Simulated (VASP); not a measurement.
# WC (P1) in VASP: a series of runs

The runs below take WC through single point, with LDA.

Program: VASP 6.6.1. These are calculated values, not measurements. Logs are shortened: lines on timing, memory, paths and dates and some standing lists are left out, and cuts for length are marked.

## (1) The cell of the first run

The typed cell holds 2 atoms: a = 3.101 Å, b = 3.101 Å, c = 3.101 Å, α = 60.00°, β = 60.00°, γ = 60.00°.

## (2) Single point, LDA

INCAR reads:

```
SYSTEM = WC
PREC = Accurate
ENCUT = 520
EDIFF = 1E-6
ISMEAR = -1
SIGMA = 0.05
LREAL = .FALSE.
LASPH = .TRUE.
NELM = 80
ALGO = Normal
ISIF = 2
LWAVE = .FALSE.
LCHARG = .FALSE.
GGA = CA
NBANDS = 16
```

KPOINTS reads:

```
regular mesh
0
G
  8 8 8
  0 0 0
```

POSCAR reads:

```
WC
1.0
    0.0000000000      2.1926840000      2.1926840000
    2.1926840000      0.0000000000      2.1926840000
    2.1926840000      2.1926840000      0.0000000000
W C
1 1
Direct
   -0.0192197738      0.0232979944      0.0089042725
    0.5420484321      0.5098380878      0.4990934791
```

Potentials or basis: VASP PAW LDA potentials, release 64 (W_sv, C).

On the command line:

```sh
> cat potpaw_LDA.64/W_sv/POTCAR potpaw_LDA.64/C/POTCAR > POTCAR
> mpirun -np 1 vasp_std > vasp.out
```

OUTCAR:

```text
SYSTEM = WC
   PREC = Accurate
   ENCUT = 520
   EDIFF = 1E-6
   ISMEAR = -1
   LREAL = .FALSE.
   LASPH = .TRUE.
   NELM = 80
   ISIF = 2
   GGA = CA

 ion  position               nearest neighbor table
   1  0.981  0.023  0.009-   2 2.08   2 2.09   2 2.15   2 2.25   2 2.30   2 2.31
   2  0.542  0.510  0.499-   1 2.08   1 2.09   1 2.15   1 2.25   1 2.30   1 2.31

  LATTYP: Found a face centered cubic cell.
 ALAT       =     4.3853680000

  Lattice vectors:

 A1 = (   0.0000000000,   2.1926840000,   2.1926840000)
 A2 = (   2.1926840000,   0.0000000000,   2.1926840000)
 A3 = (   2.1926840000,   2.1926840000,   0.0000000000)

Analysis of symmetry for initial positions (statically):
[... 5 lines left out ...]
 face centered cubic supercell.

 Subroutine GETGRP returns: Found  1 space group operations
 (whereof  1 operations were pure point group operations)
 out of a pool of 48 trial point group operations.

The static configuration has the point symmetry C_1 .

Analysis of symmetry for dynamics (positions and initial velocities):
[... 5 lines left out ...]
 face centered cubic supercell.

 Subroutine GETGRP returns: Found  1 space group operations
 (whereof  1 operations were pure point group operations)
 out of a pool of 48 trial point group operations.

The dynamic configuration has the point symmetry C_1 .

 Subroutine INISYM returns: Found  1 space group operations
 (whereof  1 operations are pure point group operations),
 and found     1 'primitive' translations

----------------------------------------------------------------------------------------

                                     Primitive cell

  volume of cell :      21.0842

  direct lattice vectors                    reciprocal lattice vectors
     0.000000000  2.192684000  2.192684000    -0.228031034  0.228031034  0.228031034
     2.192684000  0.000000000  2.192684000     0.228031034 -0.228031034  0.228031034
     2.192684000  2.192684000  0.000000000     0.228031034  0.228031034 -0.228031034

  length of vectors
     3.100923451  3.100923451  3.100923451     0.394961337  0.394961337  0.394961337

  position of ions in fractional coordinates (direct lattice)
     0.980780226  0.023297994  0.008904272
     0.542048432  0.509838088  0.499093479

  ion indices of the primitive-cell ions
   primitive index   ion index
                 1           1
                 2           2
[... 59 lines left out ...]
   ions per type =               1   1
   NGX,Y,Z   is equivalent  to a cutoff of  12.87, 12.87, 12.87 a.u.
   NGXF,Y,Z  is equivalent  to a cutoff of  25.73, 25.73, 25.73 a.u.
 SYSTEM =  WC
   PREC   = accura    normal or accurate (medium, high low for compatibility)
   ISTART =      0    job   : 0-new  1-cont  2-samecut
   ICHARG =      2    charge: 1-file 2-atom 10-const
   ISPIN  =      1    spin polarized calculation?
   LNONCOLLINEAR =      F non collinear calculations
   LSORBIT =      F    spin-orbit coupling
   LASPH  =      T    aspherical Exc in radial PAW
   ENCUT  =  520.0 eV  38.22 Ry    6.18 a.u.   5.77  5.77  5.77*2*pi/ulx,y,z
   NELM   =     80;   NELMIN=  2; NELMDL= -5     # of ELM steps
   EDIFF  = 0.1E-05   stopping-criterion for ELM
   LREAL  =      F    real-space projection
   EDIFFG = 0.1E-04   stopping-criterion for IOM
   NSW    =      0    number of steps for IOM
   IBRION =     -1    ionic relax: 0-MD 1-quasi-New 2-CG
   NFREE  =      0    steps in history (QN), initial steepest desc. (CG)
   ISIF   =      2    stress and relaxation
   ISYM   =      2    0-nonsym 1-usesym 2-fastsym
   POTIM  = 0.5000    time-step for ionic-motion
   TEBEG  =    0.0;   TEEND  =   0.0 temperature during run
   PSTRESS=    0.0 pullay stress
   NELECT =      18.0000    total number of electrons
   NUPDOWN=      -1.0000    fix difference up-down
   EMIN   =  10.00;   EMAX   =-10.00  energy-range for DOS
   EFERMI =   0.00;   METHOD = LEGACY
   ISMEAR =    -1;   SIGMA  =   0.05  broadening in eV -4-tet -1-fermi 0-gaus
   EFERMI_NEDOS =   21; number of points for ismear=-14 and -15
   IALGO  =     38    algorithm
   IMIX   =      4    mixing-type and parameters
     AMIX     =   0.40;   BMIX     =  1.00
     AMIX_MAG =   1.60;   BMIX_MAG =  1.00
  volume/ion in A,a.u.               =      10.54        71.14
  Fermi-wavevector in a.u.,A,eV,Ry     =   1.553029  2.934800 32.815887  2.411900
  Thomas-Fermi vector in A             =   2.657319
   LORBIT       =      0    0 simple, 1 ext, 2 COOP (PROOUT), +10 PAW based schemes
   GGA     = CA    functional components
   LHFCALC =     F    Hartree Fock is set to
   AEXX    =    0.0000 exact exchange contribution
   IVDW    =     0    specifies the selected vdW correction
   LEPSILON=     F    determine dielectric tensor
   LRPA    =     F    only Hartree local field effects (RPA)
 non-spin polarized calculation
  energy-cutoff  :      520.00
  volume of cell :       21.08
 maximum number of plane-waves:       588
   NGX = 11   NGY = 11   NGZ = 11

 number of electron      18.0000000 magnetization

 Free energy of the ion-electron system (eV)
  ---------------------------------------------------
  ext. energy  EPLUGINS =         0.00000000
  ---------------------------------------------------
  free energy    TOTEN  =       -23.68345750 eV

  energy without entropy =      -23.67083957  energy(sigma->0) =      -23.67714853

 E-fermi :  12.3463     XC(G=0): -13.8839

 val. band max:       12.3415794007   @ k =  -0.3750   0.2500   0.0000
 cond. band min:      12.3470134434   @ k =   0.5000   0.1250   0.0000
 fundamental gap:      0.0054340427
 Fermi energy:        12.3463336700

 k-point     1 :       0.0000    0.0000    0.0000
  band No.  band energies     occupation
      1     -62.6511      2.00000
      2     -26.9183      2.00000
      3     -26.9170      2.00000
      4     -26.9076      2.00000
      5      -3.3180      2.00000
      6       8.8917      2.00000
[... 433 lines left out ...]
      3     -26.9792      2.00000
      4     -26.9634      2.00000
      5      -1.8814      2.00000
      6       5.9339      2.00000
[... 8 lines left out ...]
     15      24.8438      0.00000
     16      28.2657      0.00000

 [... further k-points ...]
[... 5 lines left out ...]
  --------------------------------------------------------------------------------------
  -------------------------------------------------------------------------------------
  Total       -1.5872838     -1.0359765     -1.1408264      0.1654152     -0.2717290      0.1530393
  in kB     -120.6165840    -78.7231323    -86.6906008     12.5697883    -20.6484948     11.6293476
  external PRESSURE =     -95.3434390 kB  Pullay stress =       0.0000000 kB

 VOLUME and BASIS-vectors are now :
 -----------------------------------------------------------------------------
  energy-cutoff  :      520.00
  volume of cell :       21.08
      direct lattice vectors                 reciprocal lattice vectors
     0.000000000  2.192684000  2.192684000    -0.228031034  0.228031034  0.228031034
     2.192684000  0.000000000  2.192684000     0.228031034 -0.228031034  0.228031034
     2.192684000  2.192684000  0.000000000     0.228031034  0.228031034 -0.228031034

 POSITION                                       TOTAL-FORCE (eV/Angst)
 -----------------------------------------------------------------------------------
      0.07061      2.17007      2.20163        -0.313920      0.711648      0.665701
      2.21227      2.28290      2.30645         0.313920     -0.711648     -0.665701
 -----------------------------------------------------------------------------------
    total drift:                                0.000004     -0.000062     -0.000029

  FREE ENERGIE OF THE ION-ELECTRON SYSTEM (eV)
  ---------------------------------------------------
  free  energy   TOTEN  =       -23.6834574957 eV

  energy  without entropy=      -23.6708395741  energy(sigma->0) =      -23.67714853
```

OSZICAR:

```text
N       E                     dE             d eps       ncg     rms          rms(c)
DAV:   1     0.107384154752E+03    0.10738E+03   -0.94631E+03  8352   0.125E+03
DAV:   2    -0.239978398548E+02   -0.13138E+03   -0.12689E+03 10056   0.335E+02
DAV:   3    -0.271750943578E+02   -0.31773E+01   -0.31647E+01  9040   0.495E+01
DAV:   4    -0.271916420108E+02   -0.16548E-01   -0.16547E-01 10872   0.410E+00
DAV:   5    -0.271917669234E+02   -0.12491E-03   -0.12491E-03  8952   0.336E-01    0.314E+01
DAV:   6    -0.238196347972E+02    0.33721E+01   -0.83908E+00 10344   0.276E+01    0.800E+00
DAV:   7    -0.237200349020E+02    0.99600E-01   -0.54713E-01  8560   0.599E+00    0.646E+00
DAV:   8    -0.236856076625E+02    0.34427E-01   -0.90876E-02  9744   0.229E+00    0.123E+00
DAV:   9    -0.236835955401E+02    0.20121E-02   -0.40234E-03  9288   0.498E-01    0.117E-01
DAV:  10    -0.236834566749E+02    0.13887E-03   -0.39618E-04  9928   0.222E-01    0.462E-02
DAV:  11    -0.236834574141E+02   -0.73912E-06   -0.13262E-05  9504   0.334E-02    0.919E-03
DAV:  12    -0.236834574957E+02   -0.81668E-07   -0.64425E-07  6136   0.910E-03
   1 F= -.23683457E+02 E0= -.23677149E+02  d E =-.126179E-01
```

Wall time 21 s (1 thread of Intel Xeon 6975P-C (Granite Rapids), shared host); peak memory 0.19 GiB.

Results:

```
Free energy            : -23.6835 eV
Pressure               : -9.5 GPa
Largest force          : 1.024 eV/Å
Band gap on the k mesh : zero (band 9 reaches 13.29 eV, above the bottom of band 10 at 10.23 eV)
```

Forces on the atoms (eV/Å):
```
W   -0.314  0.712  0.666
C    0.314 -0.712 -0.666
```

Caveat: spin-orbit coupling is left out, which moves the levels of the heavy elements; forces of over 1 eV/Å act on the atoms, so gaps and moduli don't describe the material at rest.

## (3) Single point, LDA

INCAR reads:

```
SYSTEM = WC
PREC = Accurate
ENCUT = 520
EDIFF = 1E-6
ISMEAR = -1
SIGMA = 0.05
LREAL = .False.
LASPH = .True.
NELM = 100
ALGO = Normal
ISIF = 2
LWAVE = .False.
LCHARG = .False.
GGA = CA
NBANDS = 16
```

KPOINTS reads:

```
regular mesh
0
Gamma
  8 8 8
  0 0 0
```

POSCAR reads:

```
WC
1.0
    0.0000000000      2.1926840000      2.1926840000
    2.1926840000      0.0000000000      2.1926840000
    2.1926840000      2.1926840000      0.0000000000
W C
1 1
Direct
   -0.0138969277      0.0221642748      0.0080582123
    0.5367259576      0.5109717406      0.4999394678
```

Potentials or basis: VASP PAW LDA potentials, release 64 (W_sv, C).

On the command line:

```sh
> cat potpaw_LDA.64/W_sv/POTCAR potpaw_LDA.64/C/POTCAR > POTCAR
> mpirun -np 1 vasp_std > vasp.out
```

Run time: 20 s. Hardware: 1 thread of Intel Xeon 6975P-C (Granite Rapids), shared host; peak memory 0.2 GiB.

Results (log left out):

- Free energy: -23.7096 eV
- Pressure: -10.8 GPa
- Largest force: 0.837 eV/Å
- Band gap on the k mesh: zero (band 9 reaches 13.30 eV, above the bottom of band 10 at 10.24 eV)

Forces on the atoms (eV/Å):
```
W   -0.271  0.575  0.544
C    0.271 -0.575 -0.544
```

Stress tensor (GPa, compression positive):
```
-12.32   0.84   0.80
  0.84  -9.78  -1.35
  0.80  -1.35 -10.29
```

Levels at points of the mesh, in eV from the Fermi level:
```csv
k point,band 7,band 8,band 9,band 10,band 11,band 12
"(0.00, 0.00, 0.00)",-3.16,-2.92,-2.12,-1.61,-0.54,-0.11
"(0.50, 0.00, 0.00)",-6.69,-6.67,0.93,0.96,2.27,4.96
"(0.00, 0.50, 0.00)",-6.61,-6.52,0.90,0.91,2.20,4.59
"(0.00, 0.00, 0.50)",-6.61,-6.52,0.90,0.91,2.20,4.59
"(0.50, 0.50, 0.50)",-6.65,-6.57,0.90,0.94,2.23,4.71
"(0.50, 0.50, 0.00)",-5.55,-2.63,-2.31,0.90,2.15,2.16
"(0.00, 0.50, 0.50)",-5.57,-2.70,-2.19,0.97,2.16,2.16
"(0.50, 0.00, 0.50)",-5.55,-2.62,-2.33,0.89,2.15,2.16
```

Caveat: spin-orbit coupling is left out, which moves the levels of the heavy elements.
